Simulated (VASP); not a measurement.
# Au (Fm-3m) in VASP: further runs

The runs below take Au through single point, with PBE.

Program: VASP 6.6.1. These are calculated values, not measurements. Logs are shortened: lines on timing, memory, paths and dates and some standing lists are left out, and cuts for length are marked.

**1. The cell of the first run**

It takes space group Fm-3m (No. 225, cubic). The conventional cell has a = 3.946 Å, b = 3.946 Å, c = 3.946 Å, α = 90.00°, β = 90.00°, γ = 90.00°. Au (site symmetry m-3m) has 12 Au at 2.79 Å within 3.7 Å.

**2. Single point, PBE (Os replaced by Au, lengths x 0.967, strained)**

Contents of INCAR:

```
ALGO     = Normal         # electronic algorithm
EDIFF    = 1E-6           # SCF threshold, eV
ENCUT    = 500            # plane-wave cutoff, eV
GGA      = PE             # functional
GGA_COMPAT= False        
ISIF     = 2              # what is computed and relaxed
ISMEAR   = 0              # smearing method
LASPH    = True           # aspherical terms in the spheres
LCHARG   = True           # write CHGCAR
LELF     = True           # ELF
LREAL    = False          # projectors in reciprocal space
LVHAR    = True         
LWAVE    = False          # write WAVECAR
NBANDS   = 12             # bands
NELM     = 120            # most SCF steps
PREC     = Accurate       # precision mode
SIGMA    = 0.1            # smearing width, eV
```

Contents of KPOINTS:

```
k-points
0
Gamma
  8 8 8
```

Contents of POSCAR:

```
Au
1.0
    0.0000000000      1.9728776850      1.9728776850
    1.9728776850      0.0000000000      1.9728776850
    1.9728776850      1.9728776850      0.0000000000
Au
1
Direct
    0.0000000000      0.0000000000      0.0000000000
```

Potentials or basis: VASP PAW PBE potentials, release 64 (Au).

The run is started by

```
> cat potpaw_PBE.64/Au/POTCAR > POTCAR
> mpirun -np 1 vasp_std > vasp.out
```

OUTCAR:

```text
EDIFF = 1E-6
   ENCUT = 500
   GGA = PE
   ISIF = 2
   ISMEAR = 0
   LASPH = True
   LREAL = False
   NELM = 120
   PREC = Accurate

 ion  position               nearest neighbor table
   1  0.000  0.000  0.000-

  LATTYP: Found a face centered cubic cell.
 ALAT       =     3.9457553700

  Lattice vectors:

 A1 = (   0.0000000000,   1.9728776850,   1.9728776850)
 A2 = (   1.9728776850,   0.0000000000,   1.9728776850)
 A3 = (   1.9728776850,   1.9728776850,   0.0000000000)

Analysis of symmetry for initial positions (statically):
=====================================================================
 Subroutine PRICEL returns:
 Original cell was already a primitive cell.

 Routine SETGRP: Setting up the symmetry group for a
 face centered cubic supercell.

 Subroutine GETGRP returns: Found 48 space group operations
 (whereof 48 operations were pure point group operations)
 out of a pool of 48 trial point group operations.

The static configuration has the point symmetry O_h .

Analysis of symmetry for dynamics (positions and initial velocities):
=====================================================================
 Subroutine PRICEL returns:
 Original cell was already a primitive cell.

 Routine SETGRP: Setting up the symmetry group for a
 face centered cubic supercell.

 Subroutine GETGRP returns: Found 48 space group operations
 (whereof 48 operations were pure point group operations)
 out of a pool of 48 trial point group operations.

The dynamic configuration has the point symmetry O_h .

 Subroutine INISYM returns: Found 48 space group operations
 (whereof 48 operations are pure point group operations),
 and found     1 'primitive' translations

----------------------------------------------------------------------------------------

                                     Primitive cell

  volume of cell :      15.3579

  direct lattice vectors                    reciprocal lattice vectors
     0.000000000  1.972877685  1.972877685    -0.253436898  0.253436898  0.253436898
     1.972877685  0.000000000  1.972877685     0.253436898 -0.253436898  0.253436898
     1.972877685  1.972877685  0.000000000     0.253436898  0.253436898 -0.253436898

  length of vectors
     2.790070379  2.790070379  2.790070379     0.438965583  0.438965583  0.438965583

  position of ions in fractional coordinates (direct lattice)
     0.000000000  0.000000000  0.000000000

  ion indices of the primitive-cell ions
   primitive index   ion index
                 1           1

----------------------------------------------------------------------------------------

 KPOINTS: k-points

Automatic generation of k-mesh.
 Grid dimensions read from file:
 generate k-points for:    8    8    8

 Generating k-lattice:

  Cartesian coordinates                     Fractional coordinates (reciprocal lattice)
    -0.031679612  0.031679612  0.031679612     0.125000000  0.000000000  0.000000000
     0.031679612 -0.031679612  0.031679612     0.000000000  0.125000000  0.000000000
     0.031679612  0.031679612 -0.031679612     0.000000000  0.000000000  0.125000000

  Length of vectors
     0.054870698  0.054870698  0.054870698

  Shift w.r.t. Gamma in fractional coordinates (k-lattice)
     0.000000000  0.000000000  0.000000000

 Subroutine IBZKPT returns following result:
 ===========================================

 Found     29 irreducible k-points:

 Following reciprocal coordinates:
            Coordinates               Weight
  0.000000  0.000000  0.000000      1.000000
  0.125000  0.000000  0.000000      8.000000
  0.250000  0.000000  0.000000      8.000000
  0.375000  0.000000  0.000000      8.000000
  0.500000  0.000000  0.000000      4.000000
  0.125000  0.125000  0.000000      6.000000
[... 16 lines left out ...]
  0.500000  0.250000  0.125000     48.000000
 -0.375000  0.250000  0.125000     24.000000
 [... further k-points ...]
   k-points           NKPTS =     29   k-points in BZ     NKDIM =     29   number of bands    NBANDS=     12
   number of dos      NEDOS =    301   number of ions     NIONS =      1
   total plane-waves  NPLWV =   8000
   dimension x,y,z NGX =    20 NGY =   20 NGZ =   20
   dimension x,y,z NGXF=    40 NGYF=   40 NGZF=   40
   ions per type =               1
   NGX,Y,Z   is equivalent  to a cutoff of  11.92, 11.92, 11.92 a.u.
   NGXF,Y,Z  is equivalent  to a cutoff of  23.83, 23.83, 23.83 a.u.
 SYSTEM =  unknown system
   PREC   = accura    normal or accurate (medium, high low for compatibility)
   ISTART =      0    job   : 0-new  1-cont  2-samecut
   ICHARG =      2    charge: 1-file 2-atom 10-const
   ISPIN  =      1    spin polarized calculation?
   LNONCOLLINEAR =      F non collinear calculations
   LSORBIT =      F    spin-orbit coupling
   LASPH  =      T    aspherical Exc in radial PAW
   ENCUT  =  500.0 eV  36.75 Ry    6.06 a.u.   5.09  5.09  5.09*2*pi/ulx,y,z
   NELM   =    120;   NELMIN=  2; NELMDL= -5     # of ELM steps
   EDIFF  = 0.1E-05   stopping-criterion for ELM
   LREAL  =      F    real-space projection
   EDIFFG = 0.1E-04   stopping-criterion for IOM
   NSW    =      0    number of steps for IOM
   IBRION =     -1    ionic relax: 0-MD 1-quasi-New 2-CG
   NFREE  =      0    steps in history (QN), initial steepest desc. (CG)
   ISIF   =      2    stress and relaxation
   ISYM   =      2    0-nonsym 1-usesym 2-fastsym
   POTIM  = 0.5000    time-step for ionic-motion
   TEBEG  =    0.0;   TEEND  =   0.0 temperature during run
   PSTRESS=    0.0 pullay stress
   NELECT =      11.0000    total number of electrons
   NUPDOWN=      -1.0000    fix difference up-down
   EMIN   =  10.00;   EMAX   =-10.00  energy-range for DOS
   EFERMI =   0.00;   METHOD = LEGACY
   ISMEAR =     0;   SIGMA  =   0.10  broadening in eV -4-tet -1-fermi 0-gaus
   EFERMI_NEDOS =   21; number of points for ismear=-14 and -15
   IALGO  =     38    algorithm
   IMIX   =      4    mixing-type and parameters
     AMIX     =   0.40;   BMIX     =  1.00
     AMIX_MAG =   1.60;   BMIX_MAG =  1.00
  volume/ion in A,a.u.               =      15.36       103.64
  Fermi-wavevector in a.u.,A,eV,Ry     =   1.464746  2.767968 29.191027  2.145480
  Thomas-Fermi vector in A             =   2.580685
   LORBIT       =      0    0 simple, 1 ext, 2 COOP (PROOUT), +10 PAW based schemes
   GGA     = PE    functional components
   LHFCALC =     F    Hartree Fock is set to
   AEXX    =    0.0000 exact exchange contribution
   IVDW    =     0    specifies the selected vdW correction
   LEPSILON=     F    determine dielectric tensor
   LRPA    =     F    only Hartree local field effects (RPA)
 non-spin polarized calculation
 Gauss-broadening in eV      SIGMA  =   0.10
  energy-cutoff  :      500.00
  volume of cell :       15.36
 maximum number of plane-waves:       399
   NGX = 11   NGY = 11   NGZ = 11

 number of electron      11.0000002 magnetization

 Free energy of the ion-electron system (eV)
  ---------------------------------------------------
  ext. energy  EPLUGINS =         0.00000000
  ---------------------------------------------------
  free energy    TOTEN  =        -2.93625320 eV

  energy without entropy =       -2.93303593  energy(sigma->0) =       -2.93464456

 E-fermi :  11.3678     XC(G=0): -13.3464

 val. band max:       11.2940372641   @ k =   0.5000   0.2500   0.1250
 cond. band min:      11.5463249319   @ k =   0.5000   0.3750   0.1250
 fundamental gap:      0.2522876678
 Fermi energy:        11.3677739874

 k-point     1 :       0.0000    0.0000    0.0000
  band No.  band energies     occupation
      1       0.3036      2.00000
      2       6.0297      2.00000
      3       6.0297      2.00000
      4       6.0297      2.00000
      5       7.8498      2.00000
      6       7.8498      2.00000
      7      25.6323      0.00000
      8      30.2389      0.00000
      9      30.2389      0.00000
     10      30.2389      0.00000
     11      35.4929      0.00000
     12      41.4312      0.00000

 k-point     2 :       0.1250    0.0000    0.0000
  band No.  band energies     occupation
      1       0.8878      2.00000
      2       5.8395      2.00000
      3       6.2227      2.00000
      4       6.2227      2.00000
      5       7.7735      2.00000
      6       7.7735      2.00000
      7      26.3382      0.00000
      8      27.6321      0.00000
      9      31.0354      0.00000
     10      31.0354      0.00000
     11      36.1061      0.00000
     12      38.7347      0.00000

 k-point     3 :       0.2500    0.0000    0.0000
  band No.  band energies     occupation
      1       2.2550      2.00000
      2       5.8371      2.00000
      3       6.3558      2.00000
      4       6.3558      2.00000
      5       8.0316      2.00000
      6       8.0316      2.00000
      7      23.1749      0.00000
      8      26.9904      0.00000
      9      32.5127      0.00000
     10      32.5127      0.00000
     11      33.8797      0.00000
     12      35.2153      0.00000

 k-point     4 :       0.3750    0.0000    0.0000
  band No.  band energies     occupation
      1       2.9612      2.00000
      2       6.1131      2.00000
      3       6.1131      2.00000
      4       7.6307      2.00000
      5       8.8482      2.00000
      6       8.8482      2.00000
      7      18.2214      0.00000
      8      25.7161      0.00000
      9      30.4458      0.00000
     10      30.4458      0.00000
     11      36.5911      0.00000
     12      36.6527      0.00000

 k-point     5 :       0.5000    0.0000    0.0000
  band No.  band energies     occupation
      1       2.9876      2.00000
      2       5.9761      2.00000
      3       5.9761      2.00000
      4       9.2908      2.00000
      5       9.2908      2.00000
      6       9.8569      2.00000
      7      15.0065      0.00000
      8      25.1100      0.00000
      9      29.2104      0.00000
     10      29.2104      0.00000
     11      37.8958      0.00000
     12      37.8958      0.00000
[... 228 lines left out ...]
      1       3.2083      2.00000
      2       3.5833      2.00000
      3       9.2418      2.00000
      4       9.6815      2.00000
      5       9.6815      2.00000
      6      12.0416      0.00000
      7      18.0086      0.00000
      8      21.6173      0.00000
      9      21.6173      0.00000
     10      29.7065      0.00000
     11      32.6536      0.00000
     12      39.4572      0.00000

 k-point    22 :       0.3750    0.2500    0.1250
  band No.  band energies     occupation
      1       3.4705      2.00000
      2       4.9256      2.00000
      3       6.0512      2.00000
      4       7.4845      2.00000
      5       7.5834      2.00000
      6       9.3583      2.00000
      7      23.3405      0.00000
      8      25.3074      0.00000
      9      28.1438      0.00000
     10      30.7544      0.00000
     11      33.7995      0.00000
     12      36.4372      0.00000

 k-point    23 :       0.5000    0.2500    0.1250
  band No.  band energies     occupation
      1       4.1475      2.00000
      2       5.4035      2.00000
      3       5.6632      2.00000
      4       7.2439      2.00000
      5       8.6753      2.00000
      6      11.2940      1.70296
      7      18.8920      0.00000
      8      24.0678      0.00000
      9      26.2814      0.00000
     10      30.6120      0.00000
     11      34.6312      0.00000
     12      38.9760      0.00000

 k-point    24 :      -0.3750    0.2500    0.1250
  band No.  band energies     occupation
      1       4.1410      2.00000
      2       5.1942      2.00000
      3       6.4841      2.00000
      4       7.0019      2.00000
      5       9.1150      2.00000
      6      14.0799      0.00000
      7      14.8884      0.00000
      8      24.3767      0.00000
      9      25.0493      0.00000
     10      29.5362      0.00000
     11      36.2985      0.00000
     12      39.2443      0.00000

 [... further k-points ...]
[... 5 lines left out ...]
  --------------------------------------------------------------------------------------
  -------------------------------------------------------------------------------------
  Total        3.4292522      3.4292522      3.4292522      0.0000000      0.0000000     -0.0000000
  in kB      357.7499114    357.7499114    357.7499114      0.0000000      0.0000000     -0.0000000
  external PRESSURE =     357.7499114 kB  Pullay stress =       0.0000000 kB

 VOLUME and BASIS-vectors are now :
 -----------------------------------------------------------------------------
  energy-cutoff  :      500.00
  volume of cell :       15.36
      direct lattice vectors                 reciprocal lattice vectors
     0.000000000  1.972877685  1.972877685    -0.253436898  0.253436898  0.253436898
     1.972877685  0.000000000  1.972877685     0.253436898 -0.253436898  0.253436898
     1.972877685  1.972877685  0.000000000     0.253436898  0.253436898 -0.253436898

 POSITION                                       TOTAL-FORCE (eV/Angst)
 -----------------------------------------------------------------------------------
      0.00000      0.00000      0.00000         0.000000     -0.000000     -0.000000
 -----------------------------------------------------------------------------------
    total drift:                                0.000000     -0.000000     -0.000000

  FREE ENERGIE OF THE ION-ELECTRON SYSTEM (eV)
  ---------------------------------------------------
  free  energy   TOTEN  =        -2.9362531961 eV

  energy  without entropy=       -2.9330359298  energy(sigma->0) =       -2.93464456
```

Run time: 8.1 s. Hardware: 1 thread of Intel Xeon 8259CL, shared host; peak memory 0.13 GiB.

What came out:

| Item | Value |
| --- | --- |
| Free energy | -2.9363 eV |
| Pressure | 35.8 GPa |

Levels at points of the mesh, in eV from the Fermi level:
```tsv
k point	band 4	band 5	band 6	band 7	band 8	band 9
(0.00, 0.00, 0.00)	-5.34	-3.52	-3.52	14.26	18.87	18.87
(0.50, 0.00, 0.00)	-2.08	-2.08	-1.51	3.64	13.74	17.84
(0.50, 0.50, 0.00)	-1.69	-1.69	0.67	6.64	10.25	10.25
```

Caveat: the cell differs from its parent crystal (Os replaced by Au, lengths x 0.967, strained); spin-orbit coupling is left out, which moves the levels of the heavy elements.

**3. Single point, PBE (Os replaced by Au, lengths x 0.967, strained)**

Contents of INCAR:

```
  PREC = Accurate
  ENCUT = 500
  EDIFF = 1E-6
  ISMEAR = 0
  SIGMA = 0.1
  LREAL = F
  LASPH = T
  NELM = 120
  ALGO = Normal
  ISIF = 2
  LWAVE = F
  LCHARG = F
  GGA = PE
  NBANDS = 12
  GGA_COMPAT = F
```

Contents of KPOINTS:

```
Automatic mesh
0
Gamma
  18 18 18
```

POSCAR is that of step 2.

Potentials or basis: VASP PAW PBE potentials, release 64 (Au).

The run is started by

```
> cat potpaw_PBE.64/Au/POTCAR > POTCAR
> mpirun -np 1 vasp_std > vasp.out
```

Wall time 28 s (1 thread of Intel Xeon 8259CL, shared host); peak memory 0.15 GiB.

Results (log left out):

| Property | Result |
| --- | --- |
| Free energy | -2.9863 eV |
| Pressure | 34.5 GPa |

Levels at points of the mesh, in eV from the Fermi level:
```
           k point  band 4  band 5  band 6  band 7  band 8  band 9
(0.00, 0.00, 0.00)   -5.34   -3.52   -3.52   14.28   18.88   18.88
(0.50, 0.00, 0.00)   -2.08   -2.08   -1.50    3.64   13.75   17.85
(0.50, 0.50, 0.00)   -1.69   -1.69    0.68    6.65   10.26   10.26
```

Caveat: the cell differs from its parent crystal (Os replaced by Au, lengths x 0.967, strained); spin-orbit coupling is left out, which moves the levels of the heavy elements.
